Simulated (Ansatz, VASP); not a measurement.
## C16SO31: VASP beside Ansatz

```
C S O
1.0
    -4.34410    6.11100    4.28500
     4.34410   -6.11100    4.28500
     4.34410    6.11100   -4.28500
C S O
16 1 31
Direct
  0.28650 0.12500 0.16150
  0.78650 0.62500 0.16150
  0.78650 0.12500 0.66150
  0.28650 0.62500 0.66150
  0.46350 0.62500 0.33850
  0.96350 0.12500 0.33850
  0.96350 0.62500 0.83850
  0.46350 0.12500 0.83850
  0.71350 0.37500 0.33850
  0.21350 0.87500 0.33850
  0.21350 0.37500 0.83850
  0.71350 0.87500 0.83850
  0.53650 0.37500 0.66150
  0.03650 0.87500 0.66150
  0.03650 0.37500 0.16150
  0.53650 0.87500 0.16150
  0.41850 0.36950 0.32100
  0.91850 0.86950 0.32100
  0.91850 0.36950 0.82100
  0.41850 0.86950 0.82100
  0.54850 0.59750 0.17900
  0.04850 0.09750 0.17900
  0.04850 0.59750 0.67900
  0.54850 0.09750 0.67900
  0.33150 0.65250 0.45100
  0.83150 0.15250 0.45100
  0.83150 0.65250 0.95100
  0.33150 0.15250 0.95100
  0.20150 0.38050 0.54900
  0.70150 0.88050 0.54900
  0.70150 0.38050 0.04900
  0.20150 0.88050 0.04900
  0.58150 0.63050 0.67900
  0.08150 0.13050 0.67900
  0.08150 0.63050 0.17900
  0.58150 0.13050 0.17900
  0.45150 0.40250 0.82100
  0.95150 0.90250 0.82100
  0.95150 0.40250 0.32100
  0.45150 0.90250 0.32100
  0.66850 0.34750 0.54900
  0.16850 0.84750 0.54900
  0.16850 0.34750 0.04900
  0.66850 0.84750 0.04900
  0.79850 0.61950 0.45100
  0.29850 0.11950 0.45100
  0.29850 0.61950 0.95100
  0.79850 0.11950 0.95100
```

Alike in both runs: task electric field gradients; functional PBE; k mesh 3 × 3 × 3; occupations fermi-dirac, width 0.01 eV; no spin polarisation.

```csv
,VASP,Ansatz
version,VASP 6.6.1,Ansatz 0.2.0
potentials or method,"VASP PAW PBE potentials, release 64 (C, S, O)","plane-wave PAW, scalar-relativistic"
plane-wave cutoff (eV),520,420
valence electrons in the cell,256,256
```

```tsv
	VASP	Ansatz	Ansatz less VASP
gap on the k mesh at the Fermi level (eV)	0.36	0.38	+0.018
rms of the force components (eV/Å)	3.481	3.541	+0.0608
size of Vzz on the site where it differs most (V/Å²)	35.5	24.5	-10.98
```

Atom by atom the forces differ by 0.065 eV/Å (rms over components).
